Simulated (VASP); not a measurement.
# C in VASP: notebook

Runs on C. Level: PBEsol. Tasks: relaxation of cell and atoms, single point.

Everything below comes from runs of VASP 6.6.1. Logs are shortened: lines on timing, memory, paths and dates and some standing lists are left out, and cuts for length are marked.

## 1. The cell of the first run

It takes space group R-3m (No. 166, trigonal). The conventional cell has a = 2.459 Å, b = 2.459 Å, c = 10.300 Å, α = 90.00°, β = 90.00°, γ = 120.00°. C (site symmetry 3m) has 3 C at 1.42 Å within 1.9 Å.

## 2. Relaxation of cell and atoms, PBEsol

INCAR

```
ALGO = Normal
EDIFF = 1E-7
EDIFFG = -0.005
ENCUT = 600
GGA = PS
IBRION = 2
ISIF = 3
ISMEAR = 0
LASPH = T
LCHARG = F
LREAL = F
LWAVE = F
NELM = 80
NSW = 100
PREC = Accurate
SIGMA = 0.02
```

KPOINTS

```
k-points
0
Gamma
  18 18 18
```

POSCAR

```
C
1.0
    1.2294889126      0.7098457547      3.4332931890
   -1.2294889126      0.7098457547      3.4332931890
    0.0000000000     -1.4196915093      3.4332931890
C
2
Direct
    0.8334587407      0.8334587407      0.8334587407
    0.1665412593      0.1665412593      0.1665412593
```

Potentials or basis: VASP PAW PBE potentials, release 64 (C).

Command:

```
> cat potpaw_PBE.64/C/POTCAR > POTCAR
> mpirun -np 1 vasp_std > vasp.out
```

OUTCAR:

```text
EDIFF = 1E-7
   EDIFFG = -0.005
   ENCUT = 600
   GGA = PS
   IBRION = 2
   ISIF = 3
   ISMEAR = 0
   LASPH = T
   LREAL = F
   NELM = 80
   NSW = 100
   PREC = Accurate

 ion  position               nearest neighbor table
   1  0.833  0.833  0.833-   2 1.42   2 1.42   2 1.42
   2  0.167  0.167  0.167-   1 1.42   1 1.42   1 1.42

  LATTYP: Found a trigonal (rhomboedric) cell.
 ALAT       =     3.7152424017
 COS(alpha) =     0.7809693360

  Lattice vectors:

 A1 = (   1.2294889126,   0.7098457547,   3.4332931890)
 A2 = (  -1.2294889126,   0.7098457547,   3.4332931890)
 A3 = (   0.0000000000,  -1.4196915093,   3.4332931890)

Analysis of symmetry for initial positions (statically):
=====================================================================
 Subroutine PRICEL returns:
 Original cell was already a primitive cell.

 Routine SETGRP: Setting up the symmetry group for a
 trigonal (rhombohedral) supercell.

 Subroutine GETGRP returns: Found 12 space group operations
 (whereof 12 operations were pure point group operations)
 out of a pool of 12 trial point group operations.

The static configuration has the point symmetry D_3d.

Analysis of symmetry for dynamics (positions and initial velocities):
=====================================================================
 Subroutine PRICEL returns:
 Original cell was already a primitive cell.

 Routine SETGRP: Setting up the symmetry group for a
 trigonal (rhombohedral) supercell.

 Subroutine GETGRP returns: Found 12 space group operations
 (whereof 12 operations were pure point group operations)
 out of a pool of 12 trial point group operations.

The dynamic configuration has the point symmetry D_3d.

 Subroutine INISYM returns: Found 12 space group operations
 (whereof 12 operations are pure point group operations),
 and found     1 'primitive' translations

----------------------------------------------------------------------------------------

                                     Primitive cell

  volume of cell :      17.9784

  direct lattice vectors                    reciprocal lattice vectors
     1.229488913  0.709845755  3.433293189     0.406673045  0.234792792  0.097088514
    -1.229488913  0.709845755  3.433293189    -0.406673045  0.234792792  0.097088514
     0.000000000 -1.419691509  3.433293189     0.000000000 -0.469585584  0.097088514

  length of vectors
     3.715242402  3.715242402  3.715242402     0.479517258  0.479517258  0.479517258

  position of ions in fractional coordinates (direct lattice)
     0.833458741  0.833458741  0.833458741
     0.166541259  0.166541259  0.166541259

  ion indices of the primitive-cell ions
   primitive index   ion index
                 1           1
                 2           2

----------------------------------------------------------------------------------------

 KPOINTS: k-points

Automatic generation of k-mesh.
 Grid dimensions read from file:
 generate k-points for:   18   18   18

 Generating k-lattice:

  Cartesian coordinates                     Fractional coordinates (reciprocal lattice)
     0.022592947  0.013044044  0.005393806     0.055555556  0.000000000  0.000000000
    -0.022592947  0.013044044  0.005393806     0.000000000  0.055555556  0.000000000
     0.000000000 -0.026088088  0.005393806    -0.000000000 -0.000000000  0.055555556

  Length of vectors
     0.026639848  0.026639848  0.026639848

  Shift w.r.t. Gamma in fractional coordinates (k-lattice)
     0.000000000  0.000000000  0.000000000

 Subroutine IBZKPT returns following result:
 ===========================================

 Found    580 irreducible k-points:

 Following reciprocal coordinates:
            Coordinates               Weight
  0.000000  0.000000  0.000000      1.000000
  0.055556 -0.000000  0.000000      6.000000
  0.111111 -0.000000  0.000000      6.000000
  0.166667 -0.000000  0.000000      6.000000
  0.222222  0.000000  0.000000      6.000000
  0.277778  0.000000  0.000000      6.000000
[... 16 lines left out ...]
 -0.277778  0.055556  0.000000     12.000000
 -0.222222  0.055556 -0.000000     12.000000
 [... further k-points ...]
   k-points           NKPTS =    580   k-points in BZ     NKDIM =    580   number of bands    NBANDS=      8
   number of dos      NEDOS =    301   number of ions     NIONS =      2
   total plane-waves  NPLWV =  27000
   dimension x,y,z NGX =    30 NGY =   30 NGZ =   30
   dimension x,y,z NGXF=    60 NGYF=   60 NGZF=   60
   ions per type =               2
   NGX,Y,Z   is equivalent  to a cutoff of  13.42, 13.42, 13.42 a.u.
   NGXF,Y,Z  is equivalent  to a cutoff of  26.85, 26.85, 26.85 a.u.
 SYSTEM =  unknown system
   PREC   = accura    normal or accurate (medium, high low for compatibility)
   ISTART =      0    job   : 0-new  1-cont  2-samecut
   ICHARG =      2    charge: 1-file 2-atom 10-const
   ISPIN  =      1    spin polarized calculation?
   LNONCOLLINEAR =      F non collinear calculations
   LSORBIT =      F    spin-orbit coupling
   LASPH  =      T    aspherical Exc in radial PAW
   ENCUT  =  600.0 eV  44.10 Ry    6.64 a.u.   7.42  7.42  7.42*2*pi/ulx,y,z
   NELM   =     80;   NELMIN=  2; NELMDL= -5     # of ELM steps
   EDIFF  = 0.1E-06   stopping-criterion for ELM
   LREAL  =      F    real-space projection
   EDIFFG = -.5E-02   stopping-criterion for IOM
   NSW    =    100    number of steps for IOM
   IBRION =      2    ionic relax: 0-MD 1-quasi-New 2-CG
   NFREE  =      1    steps in history (QN), initial steepest desc. (CG)
   ISIF   =      3    stress and relaxation
   ISYM   =      2    0-nonsym 1-usesym 2-fastsym
   POTIM  = 0.5000    time-step for ionic-motion
   TEBEG  =    0.0;   TEEND  =   0.0 temperature during run
   PSTRESS=    0.0 pullay stress
   NELECT =       8.0000    total number of electrons
   NUPDOWN=      -1.0000    fix difference up-down
   EMIN   =  10.00;   EMAX   =-10.00  energy-range for DOS
   EFERMI =   0.00;   METHOD = LEGACY
   ISMEAR =     0;   SIGMA  =   0.02  broadening in eV -4-tet -1-fermi 0-gaus
   EFERMI_NEDOS =   21; number of points for ismear=-14 and -15
   IALGO  =     38    algorithm
   IMIX   =      4    mixing-type and parameters
     AMIX     =   0.40;   BMIX     =  1.00
     AMIX_MAG =   1.60;   BMIX_MAG =  1.00
  volume/ion in A,a.u.               =       8.99        60.66
  Fermi-wavevector in a.u.,A,eV,Ry     =   1.249840  2.361856 21.253677  1.562101
  Thomas-Fermi vector in A             =   2.383862
   LORBIT       =      0    0 simple, 1 ext, 2 COOP (PROOUT), +10 PAW based schemes
   GGA     = PS    functional components
   LHFCALC =     F    Hartree Fock is set to
   AEXX    =    0.0000 exact exchange contribution
   IVDW    =     0    specifies the selected vdW correction
   LEPSILON=     F    determine dielectric tensor
   LRPA    =     F    only Hartree local field effects (RPA)
 conjugate gradient relaxation of ions
 non-spin polarized calculation
 Gauss-broadening in eV      SIGMA  =   0.02
  energy-cutoff  :      600.00
  volume of cell :       17.98
 maximum number of plane-waves:       615
 NGX is ok and might be reduce to    30
   NGX = 15   NGY = 15   NGZ = 15

--------------------------------------- Ionic step        1  -------------------------------------------

 number of electron       8.0000001 magnetization

 Free energy of the ion-electron system (eV)
  ---------------------------------------------------
  ext. energy  EPLUGINS =         0.00000000
  ---------------------------------------------------
  free energy    TOTEN  =       -19.29252539 eV

  energy without entropy =      -19.29252539  energy(sigma->0) =      -19.29252539

------------------------ aborting loop because EDIFF is reached ----------------------------------------

  FORCE on cell =-STRESS in cart. coord.  units (eV):
  Direction    XX          YY          ZZ          XY          YZ          ZX
  --------------------------------------------------------------------------------------
  -------------------------------------------------------------------------------------
  Total        0.0467211      0.0467211      0.0514121      0.0000000      0.0000000      0.0000000
  in kB        4.1636350      4.1636350      4.5816881      0.0000000      0.0000000      0.0000000
  external PRESSURE =       4.3029860 kB  Pullay stress =       0.0000000 kB
[... 89 lines left out ...]
  FREE ENERGIE OF THE ION-ELECTRON SYSTEM (eV)
  ---------------------------------------------------
  free  energy   TOTEN  =       -19.2925874529 eV

  energy  without entropy=      -19.2925874529  energy(sigma->0) =      -19.29258745

[... ionic steps 4 to 16 ...]

--------------------------------------- Ionic step       17  -------------------------------------------

 number of electron       8.0000000 magnetization

------------------------ aborting loop because EDIFF is reached ----------------------------------------

  FORCE on cell =-STRESS in cart. coord.  units (eV):
  Direction    XX          YY          ZZ          XY          YZ          ZX
  --------------------------------------------------------------------------------------
  -------------------------------------------------------------------------------------
  Total        0.0054663      0.0054663     -0.0002988      0.0000000     -0.0000000      0.0000000
  in kB        0.4735155      0.4735155     -0.0258869      0.0000000     -0.0000000      0.0000000
  external PRESSURE =       0.3070480 kB  Pullay stress =       0.0000000 kB
[... 57 lines left out ...]
  energy  without entropy=      -19.2932590641  energy(sigma->0) =      -19.29325906

--------------------------------------- Ionic step       19  -------------------------------------------

 number of electron       8.0000000 magnetization

 Free energy of the ion-electron system (eV)
  ---------------------------------------------------
  ext. energy  EPLUGINS =         0.00000000
  ---------------------------------------------------
  free energy    TOTEN  =       -19.29326069 eV

  energy without entropy =      -19.29326069  energy(sigma->0) =      -19.29326069

 E-fermi :   4.0494     XC(G=0): -10.2014

 val. band max:        3.9575632292   @ k =  -0.3333   0.3333   0.0000
 cond. band min:       4.4520910549   @ k =  -0.3333   0.3333   0.0000
 fundamental gap:      0.4945278257
 Fermi energy:         4.0494386990

 k-point     1 :       0.0000    0.0000    0.0000
  band No.  band energies     occupation
      1     -15.4211      2.00000
      2      -2.6686      2.00000
      3       1.2265      2.00000
      4       1.2265      2.00000
      5       7.8714      0.00000
      6      12.5715      0.00000
      7      12.5715      0.00000
      8      15.6855      0.00000
[... 243 lines left out ...]
 k-point    24 :      -0.2222    0.0556   -0.0000
  band No.  band energies     occupation
      1     -13.8790      2.00000
      2      -3.1815      2.00000
      3      -1.0277      2.00000
      4      -0.9764      2.00000
      5       9.9048      0.00000
      6      11.3351      0.00000
      7      12.7093      0.00000
      8      17.2115      0.00000

 [... further k-points ...]

------------------------ aborting loop because EDIFF is reached ----------------------------------------

  FORCE on cell =-STRESS in cart. coord.  units (eV):
  Direction    XX          YY          ZZ          XY          YZ          ZX
  --------------------------------------------------------------------------------------
  -------------------------------------------------------------------------------------
  Total       -0.0044008     -0.0044008      0.0010676      0.0000000      0.0000000      0.0000000
  in kB       -0.3811572     -0.3811572      0.0924623      0.0000000      0.0000000      0.0000000
  external PRESSURE =      -0.2232841 kB  Pullay stress =       0.0000000 kB
[... 17 lines left out ...]
  FREE ENERGIE OF THE ION-ELECTRON SYSTEM (eV)
  ---------------------------------------------------
  free  energy   TOTEN  =       -19.2932606892 eV

  energy  without entropy=      -19.2932606892  energy(sigma->0) =      -19.29326069

 reached required accuracy - stopping structural energy minimisation
```

It took 13 min on 1 thread of Intel Xeon 6975P-C (Granite Rapids), shared host; peak memory 0.22 GiB.

Results:

- Free energy: -19.2933 eV
- Relaxed volume: 9.25 Å³/atom
- Relaxed cell: a = 3.805 Å, b = 3.805 Å, c = 3.805 Å, α = 37.72°, β = 37.72°, γ = 37.72°
- Space group after relaxing (to 0.1 Å): R-3m (No. 166)
- Energy gained by relaxing: 0.4 meV/atom
- Ionic steps: 19
- Pressure after relaxing: 0.0 GPa

The path:
```csv
step,energy change (eV),largest force (eV/Å),pressure (GPa),volume (Å³)
1,0.0000,0.0278,0.43,17.98
2,0.0000,0.0167,-0.49,18.04
3,-0.0001,0.0050,-0.05,18.01
4,-0.0001,0.0205,0.15,18.03
5,-0.0001,0.0345,0.26,18.04
6,-0.0002,0.0321,0.22,18.06
7,-0.0003,0.0247,0.20,18.12
8,-0.0005,0.0099,0.09,18.23
9,-0.0007,0.0200,-0.09,18.45
10,-0.0007,0.0129,0.28,18.50
11,-0.0007,0.0015,0.15,18.48
12,-0.0007,0.0033,0.13,18.48
13,-0.0007,0.0208,-0.11,18.53
14,-0.0007,0.0054,0.04,18.50
15,-0.0007,0.0062,0.03,18.50
16,-0.0007,0.0059,0.03,18.50
17,-0.0007,0.0056,0.03,18.50
18,-0.0007,0.0029,-0.08,18.50
19,-0.0007,0.0018,-0.02,18.50
```

Final structure:
```yaml
crystal:
  lattice:
    - [1.23002, 0.71015, 3.52959]
    - [-1.23002, 0.71015, 3.52959]
    - [0.00000, -1.42031, 3.52959]
  atoms:
    - { symbol: C, position: [0.83336, 0.83336, 0.83336] }
    - { symbol: C, position: [0.16664, 0.16664, 0.16664] }
```

Caveat: this functional lacks dispersion, which binds the layers, so the pressure and a relaxed spacing across them are unreliable; the PAW data sets were made with another functional, which shifts forces and pressure a little.

## 3. Relaxation of cell and atoms, PBEsol

This run uses another cell than the first one, of 9.44 Å³/atom.

INCAR

```
PREC     = Accurate       # precision mode
ENCUT    = 600            # plane-wave cutoff, eV
EDIFF    = 1E-6           # SCF threshold, eV
ISMEAR   = 0              # smearing method
SIGMA    = 0.01           # smearing width, eV
LREAL    = F              # projectors in reciprocal space
LASPH    = T              # aspherical terms in the spheres
NELM     = 100            # most SCF steps
ALGO     = Normal         # electronic algorithm
ISIF     = 3              # what is computed and relaxed
LWAVE    = F              # write WAVECAR
LCHARG   = F              # write CHGCAR
GGA      = PS             # functional
IBRION   = 2              # ionic algorithm
NSW      = 80             # ionic steps
EDIFFG   = -0.001         # ionic threshold
```

KPOINTS

```
regular mesh
0
Gamma
  18 18 18
```

POSCAR

```
C
1.0
    1.2294543024      0.7098257725      3.6069700762
   -1.2294543024      0.7098257725      3.6069700762
    0.0000000000     -1.4196515449      3.6069700762
C
2
Direct
    0.8333585452      0.8333585452      0.8333585452
    0.1666414548      0.1666414548      0.1666414548
```

Potentials or basis: VASP PAW PBE potentials, release 64 (C).

Command:

```
> cat potpaw_PBE.64/C/POTCAR > POTCAR
> mpirun -np 1 vasp_std > vasp.out
```

Wall time 12 min (1 thread of Intel Xeon 6975P-C (Granite Rapids), shared host); peak memory 0.24 GiB.

It converged, with:

```
Free energy                           : -19.2950 eV
Relaxed volume                        : 9.23 Å³/atom
Relaxed cell                          : a = 3.798 Å, b = 3.798 Å, c = 3.798 Å, α = 37.79°, β = 37.79°, γ = 37.79°
Space group after relaxing (to 0.1 Å) : R-3m (No. 166)
Energy gained by relaxing             : 0.2 meV/atom
Ionic steps                           : 66
Pressure after relaxing               : 0.0 GPa
```

The path:
```tsv
step	energy change (eV)	largest force (eV/Å)	pressure (GPa)	volume (Å³)
1	0.0000	0.0003	0.25	18.89
3	0.0000	0.0002	-0.14	18.90
5	-0.0001	0.0008	-0.16	18.85
7	-0.0003	0.0054	-0.60	18.60
9	-0.0004	0.0051	-0.50	18.58
11	-0.0005	0.0038	0.01	18.48
13	-0.0005	0.0039	-0.05	18.48
15	-0.0005	0.0038	-0.07	18.48
17	-0.0005	0.0037	-0.05	18.48
19	-0.0005	0.0035	-0.05	18.48
21	-0.0005	0.0035	-0.05	18.48
23	-0.0005	0.0017	-0.01	18.48
25	-0.0005	0.0009	0.02	18.48
27	-0.0005	0.0008	-0.01	18.48
29	-0.0005	0.0033	-0.05	18.47
31	-0.0005	0.0048	-0.04	18.47
33	-0.0005	0.0035	-0.03	18.47
35	-0.0005	0.0024	-0.02	18.47
37	-0.0005	0.0013	0.00	18.47
39	-0.0005	0.0099	-0.01	18.47
41	-0.0005	0.0052	0.02	18.47
43	-0.0005	0.0044	0.00	18.47
45	-0.0005	0.0021	-0.02	18.47
47	-0.0005	0.0024	-0.04	18.47
49	-0.0005	0.0048	0.02	18.47
51	-0.0005	0.0028	-0.01	18.47
53	-0.0005	0.0012	-0.01	18.47
55	-0.0005	0.0015	0.03	18.46
57	-0.0005	0.0002	0.01	18.47
59	-0.0005	0.0008	-0.02	18.47
61	-0.0005	0.0022	-0.01	18.46
63	-0.0005	0.0011	-0.01	18.46
65	-0.0005	0.0008	-0.03	18.46
66	-0.0005	0.0004	0.00	18.46
```

Final structure:
```
C
1.0
     1.22992    0.71009    3.52278
    -1.22992    0.71009    3.52278
     0.00000   -1.42019    3.52278
C
2
Cartesian
  0.0000 0.0000 8.8073
  0.0000 0.0000 1.7610
```

Caveat: this functional lacks dispersion, which binds the layers, so the pressure and a relaxed spacing across them are unreliable; the PAW data sets were made with another functional, which shifts forces and pressure a little.

## 4. Single point, PBEsol (one atom moved)

INCAR

```
SYSTEM = C
PREC = Accurate ; ENCUT = 520
EDIFF = 1E-6 ; ISMEAR = 0
SIGMA = 0.02 ; LREAL = .False.
LASPH = .True. ; NELM = 60
ALGO = Normal ; ISIF = 2
LWAVE = .False. ; LCHARG = .False.
GGA = PS ; NBANDS = 11
```

KPOINTS

```
Automatic mesh
0
Gamma
  15 15 15
  0 0 0
```

POSCAR

```
C
1.0
    1.2280263465      0.7090013417      3.3470108394
   -1.2280263465      0.7090013417      3.3470108394
    0.0000000000     -1.4180026834      3.3470108394
C
2
Direct
    0.1824862242      0.1500520666      0.1552818601
    0.8360000000      0.8360000000      0.8360000000
```

Command:

```
> cat potpaw_PBE.64/C/POTCAR > POTCAR
> mpirun -np 1 vasp_std > vasp.out
```

Wall time 14 min (1 thread of Intel Xeon 8259CL, shared host); peak memory 0.37 GiB.

Results (log left out):

```yaml
Free_energy: -19.1960 eV
Pressure: 2.6 GPa
Largest_force: 2.707 eV/Å
```

Forces on the atoms (eV/Å):
```
C   -2.290 -0.955  1.081
C    2.290  0.955 -1.081
```

Stress tensor (GPa, compression positive):
```
5.69 4.95 1.40
4.95 1.60 0.58
1.40 0.58 0.47
```

Caveat: the cell differs from its parent crystal (one atom moved); this functional lacks dispersion, which binds the layers, so the pressure and a relaxed spacing across them are unreliable; the PAW data sets were made with another functional, which shifts forces and pressure a little.

## 5. Summary

| task | cell | k mesh | cutoff (eV) | smearing | pressure (GPa) | relaxed volume (Å³/atom) |
| --- | --- | --- | --- | --- | --- | --- |
| relaxation of cell and atoms | relaxed from a = 3.715 Å, angles 38.7°, 2 atoms, atomic positions A | 18 × 18 × 18 | 600 | gaussian 0.02 eV | 0.0 | 9.25 |
| relaxation of cell and atoms | relaxed from a = 3.876 Å, angles 37.0°, 2 atoms, atomic positions A | 18 × 18 × 18 | 600 | gaussian 0.01 eV | 0.0 | 9.23 |
| single point | a = 3.635 Å, angles 39.5°, 2 atoms, atomic positions B | 15 × 15 × 15 | 520 | gaussian 0.02 eV | 2.6 | - |

Alike in all rows: level PBEsol; potentials or basis VASP PAW PBE potentials, release 64 (C); no spin polarisation.

Caveats: this functional lacks dispersion, which binds the layers, so the pressure and a relaxed spacing across them are unreliable; the PAW data sets were made with another functional, which shifts forces and pressure a little.

Total energies depend on the potentials used, so only differences within one code and one set of settings carry meaning.
